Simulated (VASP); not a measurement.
**Ge: relaxation of cell and atoms with PBEsol**

The system is Ge.

```
Ge
1.0
     0.00000    2.82891    2.82891
     2.82891    0.00000    2.82891
     2.82891    2.82891    0.00000
Ge
2
Cartesian
  4.2434 4.2434 4.2434
  2.8289 2.8289 2.8289
```

* Program: VASP 6.6.1
* Task: relaxation of cell and atoms
* Functional: PBEsol
* Potentials or basis: VASP PAW PBE potentials, release 64 (Ge_d)
* Cutoff: 600 eV
* k mesh: 8 × 8 × 8
* Occupations: fermi-dirac, width 0.05 eV
* Spin: no spin polarisation
* Target pressure: 2 GPa
* Dipole correction: no
* Further INCAR settings: ALGO = Normal; EDIFF = 1e-07; IBRION = 2; EDIFFG = -0.01; NSW = 60; ISIF = 3

```yaml
Relaxed_volume: 22.21 Å³/atom
Relaxed_cell: a = 3.975 Å, b = 3.975 Å, c = 3.975 Å, α = 60.00°, β = 60.00°, γ = 60.00°
Space_group_after_relaxing_to_0.05_Å: Fd-3m (No. 227)
Energy_change_on_relaxing_the_enthalpy_is_what_falls: +3.4 meV/atom
Ionic_steps: 5
Pressure_after_relaxing: 2.0 GPa
Band_gap_on_the_k_mesh: 0.17 eV, direct
```

Step by step:
```csv
step,energy change (eV),largest force (eV/Å),pressure (GPa),volume (Å³)
1,0.0000,0.0000,0.57,45.28
2,0.0133,0.0000,2.73,43.97
3,0.0071,0.0000,2.07,44.39
4,0.0065,0.0000,1.85,44.43
5,0.0068,0.0000,2.00,44.41
```

Final structure:
```yaml
crystal:
  lattice:
    - [0.00000, 2.81074, 2.81074]
    - [2.81074, 0.00000, 2.81074]
    - [2.81074, 2.81074, 0.00000]
  atoms:
    - { symbol: Ge, position: [0.75000, 0.75000, 0.75000] }
    - { symbol: Ge, position: [0.50000, 0.50000, 0.50000] }
```

Levels at points of the mesh, in eV from the valence-band top:
```
           k point  band 10  band 11  band 12  band 13  band 14  band 15  band 16  band 17  band 18
(0.00, 0.00, 0.00)   -24.52   -12.95     0.00     0.00     0.00     0.17     2.54     2.54     2.54
(0.50, 0.00, 0.00)   -24.49   -10.80    -7.72    -1.44    -1.44     0.18     3.72     3.72     6.97
(0.50, 0.50, 0.00)   -24.47    -8.98    -8.98    -3.16    -3.16     0.64     0.64     9.65     9.65
```

It took 29 s on 1 thread of Intel(R) Xeon(R) 6975P-C (Granite Rapids), with other jobs on the host, peak memory 0.19 GiB.

Caveat: the cell is relaxed towards a set pressure, so the enthalpy falls and the energy may rise; the PAW data sets were made with another functional, which shifts forces and pressure a little. A k mesh can miss the band edges.
